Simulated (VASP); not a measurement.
Wanted: the native input for a VASP 6.6.1 run.

```
Task                   : single point
Functional             : PBEsol
Potentials or basis    : VASP PAW PBE potentials, release 64 (Sn_d)
Cutoff                 : 520 eV
k mesh                 : 20 × 20 × 20
Occupations            : gaussian, width 0.15 eV
Spin                   : no spin polarisation
Dipole correction      : no
Further INCAR settings : ALGO = Fast; EDIFF = 1e-06; NBANDS = 13
```

The structure of Sn lies in POSCAR:

```
Sn
1.0
   -1.6402120500      1.6867696500      2.2214249000
    1.6402120500     -1.6867696500      2.2214249000
    1.6402120500      1.6867696500     -2.2214249000
Sn
1
Direct
    0.0000000000      0.0000000000      0.0000000000
```

This cell differs from its parent crystal: strain -0.050 along x and y, -0.050 along z.

One way to write it, as run:

INCAR

```
SYSTEM = Sn
ALGO = Fast ; EDIFF = 1E-6
ENCUT = 520 ; GGA = PS
ISIF = 2 ; ISMEAR = 0
LASPH = .True. ; LCHARG = .False.
LREAL = .False. ; LWAVE = .False.
NBANDS = 13 ; NELM = 80
PREC = Accurate ; SIGMA = 0.15
```

KPOINTS

```
k-points
0
Gamma
  20 20 20
  0 0 0
```

Potentials or basis: VASP PAW PBE potentials, release 64 (Sn_d).

Launch:

```bash
$ cat potpaw_PBE.64/Sn_d/POTCAR > POTCAR
$ mpirun -np 1 vasp_std > vasp.out
```

It gave:

| Property | Result |
| --- | --- |
| Pressure | 4.9 GPa |
| Band gap on the k mesh | zero (bands 7 and 8 overlap by 10.61 eV) |

Caveat: the cell differs from its parent crystal (strain -0.050 along x and y, -0.050 along z); the cell stands under pressure; the PAW data sets were made with another functional, which shifts forces and pressure a little; spin-orbit coupling is left out, which moves the levels of the heavy elements.

Wall time 120 s on 1 thread of Intel(R) Xeon(R) 6975P-C (Granite Rapids) (shared host), peak memory 0.42 GiB.
